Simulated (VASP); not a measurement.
# NiSbH (P6_3/mmc) in VASP: a series of runs

The runs below take NiSbH through relaxation of cell and atoms, with PBE.

Everything below comes from runs of VASP 6.6.1. Logs are shortened: lines on timing, memory, paths and dates and some standing lists are left out, and cuts for length are marked.

## (1) The cell of the first run

Symmetry: P6_3/mmc, No. 194, hexagonal system. Conventional cell: a = 3.977 Å, b = 3.977 Å, c = 5.156 Å, α = 90.00°, β = 90.00°, γ = 120.00°. Within 3.4 Å of Ni (site symmetry -3m) lie 2 Ni at 2.58 Å and 6 Sb at 2.63 Å and 6 H at 2.63 Å. Within 3.0 Å of Sb (site symmetry -6m2) lie 5 H at 2.30 to 2.58 Å and 6 Ni at 2.63 Å. H (site symmetry -6m2) has 5 Sb at 2.30 to 2.58 Å and 6 Ni at 2.63 Å within 3.0 Å.

## (2) Relaxation of cell and atoms, PBE

INCAR

```
SYSTEM = NiSbH
PREC     = Accurate       ! precision mode
ENCUT    = 600            ! plane-wave cutoff, eV
EDIFF    = 1E-6           ! SCF threshold, eV
ISMEAR   = 0              ! smearing method
SIGMA    = 0.1            ! smearing width, eV
LREAL    = .False.        ! projectors in reciprocal space
LASPH    = .True.         ! aspherical terms in the spheres
NELM     = 80             ! most SCF steps
ALGO     = Normal         ! electronic algorithm
ISIF     = 3              ! what is computed and relaxed
LWAVE    = .False.        ! write WAVECAR
LCHARG   = .False.        ! write CHGCAR
GGA      = PE             ! functional
IBRION   = 2              ! ionic algorithm
NSW      = 90             ! ionic steps
EDIFFG   = -0.0325        ! ionic threshold
```

KPOINTS

```
regular mesh
0
Gamma
  6 6 4
  0 0 0
```

POSCAR

```
NiSbH
1.0
    3.9767337717      0.0000000000      0.0000000000
   -1.9883668858      3.4439524704      0.0000000000
    0.0000000000      0.0000000000      5.1556362719
Ni Sb H
2 2 2
Direct
    1.0000000000      1.0000000000      1.0000000000
    1.0000000000      1.0000000000      0.5000000000
    0.3333333333      0.6666666667      0.2500000000
    0.6666666667      0.3333333333      0.7500000000
    0.3333333333      0.6666666667      0.7500000000
    0.6666666667      0.3333333333      0.2500000000
```

Potentials or basis: VASP PAW PBE potentials, release 64 (Ni, Sb, H).

On the command line:

```console
$ cat potpaw_PBE.64/Ni/POTCAR potpaw_PBE.64/Sb/POTCAR potpaw_PBE.64/H/POTCAR > POTCAR
$ mpirun -np 1 vasp_std > vasp.out
```

OUTCAR:

```text
SYSTEM = NiSbH
   PREC = Accurate
   ENCUT = 600
   EDIFF = 1E-6
   ISMEAR = 0
   LREAL = .False.
   LASPH = .True.
   NELM = 80
   ISIF = 3
   GGA = PE
   IBRION = 2
   NSW = 90
   EDIFFG = -0.0325

 ion  position               nearest neighbor table
   1  0.000  0.000  0.000-   2 2.58   2 2.58   4 2.63   3 2.63   3 2.63   4 2.63   4 2.63   3 2.63

   2  0.000  0.000  0.500-   1 2.58   1 2.58   4 2.63   3 2.63   3 2.63   4 2.63   4 2.63   3 2.63

   3  0.333  0.667  0.250-   6 2.30   6 2.30   6 2.30   1 2.63   2 2.63   2 2.63   1 2.63   2 2.63
                             1 2.63   4 3.45   4 3.45   4 3.45   4 3.45   4 3.45   4 3.45
   4  0.667  0.333  0.750-   5 2.30   5 2.30   5 2.30   1 2.63   2 2.63   1 2.63   2 2.63   1 2.63
                             2 2.63   3 3.45   3 3.45   3 3.45   3 3.45   3 3.45   3 3.45
   5  0.333  0.667  0.750-   4 2.30   4 2.30   4 2.30
   6  0.667  0.333  0.250-   3 2.30   3 2.30   3 2.30

  LATTYP: Found a hexagonal cell.
 ALAT       =     3.9767337717
 C/A-ratio  =     1.2964499431

  Lattice vectors:

 A1 = (   3.9767337717,   0.0000000000,   0.0000000000)
 A2 = (  -1.9883668858,   3.4439524704,   0.0000000000)
 A3 = (   0.0000000000,   0.0000000000,   5.1556362719)

Analysis of symmetry for initial positions (statically):
=====================================================================
 Subroutine PRICEL returns:
 Original cell was already a primitive cell.

 Routine SETGRP: Setting up the symmetry group for a
 hexagonal supercell.

 Subroutine GETGRP returns: Found 24 space group operations
 (whereof 12 operations were pure point group operations)
 out of a pool of 24 trial point group operations.

The static configuration has the point symmetry D_3d.
 The point group associated with its full space group is D_6h.

Analysis of symmetry for dynamics (positions and initial velocities):
=====================================================================
 Subroutine PRICEL returns:
 Original cell was already a primitive cell.

 Routine SETGRP: Setting up the symmetry group for a
 hexagonal supercell.

 Subroutine GETGRP returns: Found 24 space group operations
 (whereof 12 operations were pure point group operations)
 out of a pool of 24 trial point group operations.

The dynamic configuration has the point symmetry D_3d.
 The point group associated with its full space group is D_6h.

 Subroutine INISYM returns: Found 24 space group operations
 (whereof 12 operations are pure point group operations),
 and found     1 'primitive' translations

----------------------------------------------------------------------------------------

                                     Primitive cell

  volume of cell :      70.6100

  direct lattice vectors                    reciprocal lattice vectors
[... 93 lines left out ...]
   EDIFFG = -.3E-01   stopping-criterion for IOM
   NSW    =     90    number of steps for IOM
   IBRION =      2    ionic relax: 0-MD 1-quasi-New 2-CG
   NFREE  =      1    steps in history (QN), initial steepest desc. (CG)
   ISIF   =      3    stress and relaxation
   ISYM   =      2    0-nonsym 1-usesym 2-fastsym
   POTIM  = 0.5000    time-step for ionic-motion
   TEBEG  =    0.0;   TEEND  =   0.0 temperature during run
   PSTRESS=    0.0 pullay stress
   NELECT =      32.0000    total number of electrons
   NUPDOWN=      -1.0000    fix difference up-down
   EMIN   =  10.00;   EMAX   =-10.00  energy-range for DOS
   EFERMI =   0.00;   METHOD = LEGACY
   ISMEAR =     0;   SIGMA  =   0.10  broadening in eV -4-tet -1-fermi 0-gaus
   EFERMI_NEDOS =   21; number of points for ismear=-14 and -15
   IALGO  =     38    algorithm
   IMIX   =      4    mixing-type and parameters
     AMIX     =   0.40;   BMIX     =  1.00
     AMIX_MAG =   1.60;   BMIX_MAG =  1.00
  volume/ion in A,a.u.               =      11.77        79.42
  Fermi-wavevector in a.u.,A,eV,Ry     =   1.257485  2.376302 21.514468  1.581269
  Thomas-Fermi vector in A             =   2.391142
   LORBIT       =      0    0 simple, 1 ext, 2 COOP (PROOUT), +10 PAW based schemes
   GGA     = PE    functional components
   LHFCALC =     F    Hartree Fock is set to
   AEXX    =    0.0000 exact exchange contribution
   IVDW    =     0    specifies the selected vdW correction
   LEPSILON=     F    determine dielectric tensor
   LRPA    =     F    only Hartree local field effects (RPA)
 conjugate gradient relaxation of ions
 non-spin polarized calculation
 Gauss-broadening in eV      SIGMA  =   0.10
  energy-cutoff  :      600.00
  volume of cell :       70.61
 maximum number of plane-waves:      2376
 NGX is ok and might be reduce to    32
   NGX = 15   NGY = 15   NGZ = 21

--------------------------------------- Ionic step        1  -------------------------------------------

 number of electron      32.0000018 magnetization

 Free energy of the ion-electron system (eV)
  ---------------------------------------------------
  ext. energy  EPLUGINS =         0.00000000
  ---------------------------------------------------
  free energy    TOTEN  =       -22.96223282 eV

  energy without entropy =      -22.94249241  energy(sigma->0) =      -22.95236262

 E-fermi :  10.2313     XC(G=0): -11.8380

 val. band max:       10.2241259897   @ k =   0.0000   0.0000   0.0000
 cond. band min:      10.2356931630   @ k =   0.5000   0.0000   0.0000
 fundamental gap:      0.0115671733
 Fermi energy:        10.2312671436

 k-point     1 :       0.0000    0.0000    0.0000
  band No.  band energies     occupation
      1      -3.4852      2.00000
      2       0.9940      2.00000
      3       3.7631      2.00000
      4       6.2680      2.00000
      5       6.2680      2.00000
      6       7.1351      2.00000
[... 585 lines left out ...]
  FREE ENERGIE OF THE ION-ELECTRON SYSTEM (eV)
  ---------------------------------------------------
  free  energy   TOTEN  =       -23.1629329481 eV

  energy  without entropy=      -23.1367230691  energy(sigma->0) =      -23.14982801

[... ionic steps 4 to 8 ...]

--------------------------------------- Ionic step        9  -------------------------------------------

 number of electron      31.9999993 magnetization

------------------------ aborting loop because EDIFF is reached ----------------------------------------
[... 75 lines left out ...]
--------------------------------------- Ionic step       11  -------------------------------------------

 number of electron      31.9999997 magnetization

 Free energy of the ion-electron system (eV)
  ---------------------------------------------------
  ext. energy  EPLUGINS =         0.00000000
  ---------------------------------------------------
  free energy    TOTEN  =       -23.39630168 eV

  energy without entropy =      -23.39094178  energy(sigma->0) =      -23.39362173

 E-fermi :   9.1372     XC(G=0): -11.4804

 val. band max:        9.0345938955   @ k =   0.1667   0.1667   0.0000
 cond. band min:       9.1973349415   @ k =   0.1667   0.0000   0.0000
 fundamental gap:      0.1627410460
 Fermi energy:         9.1372352591

 k-point     1 :       0.0000    0.0000    0.0000
  band No.  band energies     occupation
      1      -3.9280      2.00000
      2       1.3757      2.00000
      3       3.8594      2.00000
      4       5.2588      2.00000
      5       5.2588      2.00000
      6       5.6317      2.00000
[... 505 lines left out ...]
  FREE ENERGIE OF THE ION-ELECTRON SYSTEM (eV)
  ---------------------------------------------------
  free  energy   TOTEN  =       -23.3963016793 eV

  energy  without entropy=      -23.3909417783  energy(sigma->0) =      -23.39362173

 reached required accuracy - stopping structural energy minimisation
```

CONTCAR:

```text
NiSbH
   1.00000000000000
     4.2886044818375950    0.0000000000046620    0.0000000000000000
    -2.1443022408608390    3.7140404280779888    0.0000000000000000
     0.0000000000000000   -0.0000000000000000    4.7728549107108948
  Ni              Sb              H
     2     2     2
Direct
     0.0000000000000000    0.0000000000000000    0.0000000000000000
     0.0000000000000000    0.0000000000000000    0.5000000000000000
     0.3333333332999970    0.6666666667000030    0.2500000000000000
     0.6666666667000030    0.3333333332999970    0.7500000000000000
     0.3333333332999970    0.6666666667000030    0.7500000000000000
     0.6666666667000030    0.3333333332999970    0.2500000000000000

  0.00000000E+00  0.00000000E+00  0.00000000E+00
  0.00000000E+00  0.00000000E+00  0.00000000E+00
  0.00000000E+00  0.00000000E+00  0.00000000E+00
  0.00000000E+00  0.00000000E+00  0.00000000E+00
  0.00000000E+00  0.00000000E+00  0.00000000E+00
  0.00000000E+00  0.00000000E+00  0.00000000E+00
```

It took 6.9 min on 1 thread of Oxide Virtual Turin-like, shared host; peak memory 0.2 GiB.

Results:

| Item | Value |
| --- | --- |
| Free energy | -23.3963 eV |
| Relaxed volume | 12.67 Å³/atom |
| Relaxed cell | a = 4.289 Å, b = 4.289 Å, c = 4.773 Å, α = 90.00°, β = 90.00°, γ = 120.00° |
| Space group after relaxing (to 0.05 Å) | P6_3/mmc (No. 194) |
| Energy gained by relaxing | 72.3 meV/atom |
| Ionic steps | 11 |
| Pressure after relaxing | 0.0 GPa |
| Band gap on the k mesh | zero (band 16 reaches 10.42 eV, above the bottom of band 17 at 8.57 eV) |

The path:
```tsv
step	energy change (eV)	largest force (eV/Å)	pressure (GPa)	volume (Å³)
1	0.0000	0.0000	9.64	70.61
2	-0.1960	0.0000	-2.45	78.08
3	-0.2007	0.0000	-0.87	76.98
4	-0.2006	0.0000	-1.25	77.16
5	-0.2600	0.0000	-1.29	77.05
6	-0.4264	0.0000	-0.64	76.49
7	0.2684	0.0000	9.03	74.23
8	-0.4331	0.0000	-0.53	76.37
9	-0.4337	0.0000	-0.45	76.33
10	-0.4335	0.0000	0.60	75.67
11	-0.4341	0.0000	0.02	76.02
```

Final structure:
```
Ni Sb H
1.0
     4.28860    0.00000    0.00000
    -2.14430    3.71404    0.00000
     0.00000    0.00000    4.77285
Ni Sb H
2 2 2
Direct
  0.00000 0.00000 0.00000
  0.00000 0.00000 0.50000
  0.33333 0.66667 0.25000
  0.66667 0.33333 0.75000
  0.33333 0.66667 0.75000
  0.66667 0.33333 0.25000
```

Caveat: spin-orbit coupling is left out, which moves the levels of the heavy elements.

## (3) Relaxation of cell and atoms, PBE

This run uses another cell than the first one, of 12.70 Å³/atom, 1.079 times its volume.

INCAR

```
PREC = Accurate ; ENCUT = 600
EDIFF = 1E-6 ; ISMEAR = 0
SIGMA = 0.1 ; LREAL = False
LASPH = True ; NELM = 100
ALGO = Normal ; ISIF = 3
LWAVE = False ; LCHARG = False
GGA = PE ; IBRION = 2
NSW = 90 ; EDIFFG = -0.025
```

KPOINTS

```
regular mesh
0
Gamma
  12 12 6
```

Edit POSCAR of step 2 so:

```diff
@@ -2,5 +2,5 @@
 1.0
-    3.9767337717      0.0000000000      0.0000000000
-   -1.9883668858      3.4439524704      0.0000000000
-    0.0000000000      0.0000000000      5.1556362719
+    4.2921079692      0.0000000000      0.0000000000
+   -2.1460539846      3.7170745371      0.0000000000
+    0.0000000000      0.0000000000      4.7746573373
 Ni Sb H
```

Potentials or basis: VASP PAW PBE potentials, release 64 (Ni, Sb, H).

On the command line:

```console
$ cat potpaw_PBE.64/Ni/POTCAR potpaw_PBE.64/Sb/POTCAR potpaw_PBE.64/H/POTCAR > POTCAR
$ mpirun -np 1 vasp_std > vasp.out
```

OUTCAR:

```text
PREC = Accurate
   ENCUT = 600
   EDIFF = 1E-6
   ISMEAR = 0
   LREAL = False
   LASPH = True
   NELM = 100
   ISIF = 3
   GGA = PE
   IBRION = 2
   NSW = 90
   EDIFFG = -0.025

 ion  position               nearest neighbor table
   1  0.000  0.000  0.000-   2 2.39   2 2.39   4 2.75   3 2.75   3 2.75   4 2.75   4 2.75   3 2.75

   2  0.000  0.000  0.500-   1 2.39   1 2.39   4 2.75   3 2.75   3 2.75   4 2.75   4 2.75   3 2.75

   3  0.333  0.667  0.250-   1 2.75   2 2.75   1 2.75   2 2.75   1 2.75   2 2.75   4 3.44   4 3.44
                             4 3.44   4 3.44   4 3.44   4 3.44
   4  0.667  0.333  0.750-   1 2.75   2 2.75   1 2.75   2 2.75   1 2.75   2 2.75   3 3.44   3 3.44
                             3 3.44   3 3.44   3 3.44   3 3.44
   5  0.333  0.667  0.750-
   6  0.667  0.333  0.250-

  LATTYP: Found a hexagonal cell.
 ALAT       =     4.2921079692
 C/A-ratio  =     1.1124271271

  Lattice vectors:

 A1 = (   4.2921079692,   0.0000000000,   0.0000000000)
 A2 = (  -2.1460539846,   3.7170745371,   0.0000000000)
 A3 = (   0.0000000000,   0.0000000000,   4.7746573373)

Analysis of symmetry for initial positions (statically):
=====================================================================
[... 235 lines left out ...]

 val. band max:        8.9756408391   @ k =   0.0000   0.0000   0.1667
 cond. band min:       8.9919021518   @ k =   0.4167   0.0000   0.5000
 fundamental gap:      0.0162613127
 Fermi energy:         8.9797298789

 k-point     1 :       0.0000    0.0000    0.0000
  band No.  band energies     occupation
      1      -3.9502      2.00000
      2       1.3041      2.00000
      3       3.8119      2.00000
      4       5.1971      2.00000
      5       5.1971      2.00000
      6       5.6137      2.00000
[... 541 lines left out ...]
     19      11.3466      0.00000
     20      11.3663      0.00000

 [... further k-points ...]
[... 5 lines left out ...]
  --------------------------------------------------------------------------------------
  -------------------------------------------------------------------------------------
  Total       -0.0835380     -0.0835380     -0.0382961      0.0000000      0.0000000      0.0000000
  in kB       -1.7513318     -1.7513318     -0.8028583      0.0000000      0.0000000      0.0000000
  external PRESSURE =      -1.4351740 kB  Pullay stress =       0.0000000 kB

 VOLUME and BASIS-vectors are now :
 -----------------------------------------------------------------------------
  energy-cutoff  :      600.00
  volume of cell :       76.42
      direct lattice vectors                 reciprocal lattice vectors
     4.295496131  0.000000000  0.000000000     0.232801979  0.134408285  0.000000000
    -2.147748066  3.720008772  0.000000000     0.000000000  0.268816570  0.000000000
    -0.000000000  0.000000000  4.782652513     0.000000000 -0.000000000  0.209088993

 POSITION                                       TOTAL-FORCE (eV/Angst)
 -----------------------------------------------------------------------------------
      4.29550      0.00000      0.00000        -0.000000      0.000000     -0.000000
      4.29550      0.00000      2.39133        -0.000000      0.000000     -0.000000
     -0.00000      2.48001      1.19566        -0.000000      0.000000     -0.000000
      2.14775      1.24000      3.58699         0.000000     -0.000000      0.000000
     -0.00000      2.48001      3.58699        -0.000000     -0.000000      0.000000
      2.14775      1.24000      1.19566        -0.000000      0.000000     -0.000000
 -----------------------------------------------------------------------------------
    total drift:                                0.000000      0.000000      0.000000

  FREE ENERGIE OF THE ION-ELECTRON SYSTEM (eV)
  ---------------------------------------------------
  free  energy   TOTEN  =       -23.3471298848 eV

  energy  without entropy=      -23.3345271119  energy(sigma->0) =      -23.34082850

 reached required accuracy - stopping structural energy minimisation
```

CONTCAR:

```text
NiSbH
   1.00000000000000
     4.2954961314586866    0.0000000000000000    0.0000000000000000
    -2.1477480657293433    3.7200087716881360    0.0000000000000000
    -0.0000000000000000    0.0000000000000000    4.7826525132536419
  Ni              Sb              H
     2     2     2
Direct
     1.0000000000000000    0.0000000000000000    0.0000000000000000
     1.0000000000000000    0.0000000000000000    0.5000000000000000
     0.3333333332999970    0.6666666667000030    0.2500000000000000
     0.6666666667000030    0.3333333332999970    0.7500000000000000
     0.3333333332999970    0.6666666667000030    0.7500000000000000
     0.6666666667000030    0.3333333332999970    0.2500000000000000

  0.00000000E+00  0.00000000E+00  0.00000000E+00
  0.00000000E+00  0.00000000E+00  0.00000000E+00
  0.00000000E+00  0.00000000E+00  0.00000000E+00
  0.00000000E+00  0.00000000E+00  0.00000000E+00
  0.00000000E+00  0.00000000E+00  0.00000000E+00
  0.00000000E+00  0.00000000E+00  0.00000000E+00
```

Run time: 4.8 min. Hardware: 1 thread of Oxide Virtual Turin-like, shared host; peak memory 0.29 GiB.

Results:

* Free energy: -23.3471 eV
* Relaxed volume: 12.74 Å³/atom
* Relaxed cell: a = 4.295 Å, b = 4.295 Å, c = 4.783 Å, α = 90.00°, β = 90.00°, γ = 120.00°
* Space group after relaxing (to 0.05 Å): P6_3/mmc (No. 194)
* Energy gained by relaxing: 0.0 meV/atom
* Ionic steps: 2
* Pressure after relaxing: -0.1 GPa
* Band gap on the k mesh: zero (band 16 reaches 10.33 eV, above the bottom of band 17 at 8.44 eV)

Stress tensor (GPa, compression positive):
```
-0.18  0.00  0.00
 0.00 -0.18  0.00
 0.00  0.00 -0.08
```

Final structure:
```
Ni Sb H
1.0
     4.29550    0.00000    0.00000
    -2.14775    3.72001    0.00000
     0.00000    0.00000    4.78265
Ni Sb H
2 2 2
Direct
  0.00000 0.00000 0.00000
  0.00000 0.00000 0.50000
  0.33333 0.66667 0.25000
  0.66667 0.33333 0.75000
  0.33333 0.66667 0.75000
  0.66667 0.33333 0.25000
```

Caveat: spin-orbit coupling is left out, which moves the levels of the heavy elements. Zero-point motion and thermal expansion aren't in these numbers.
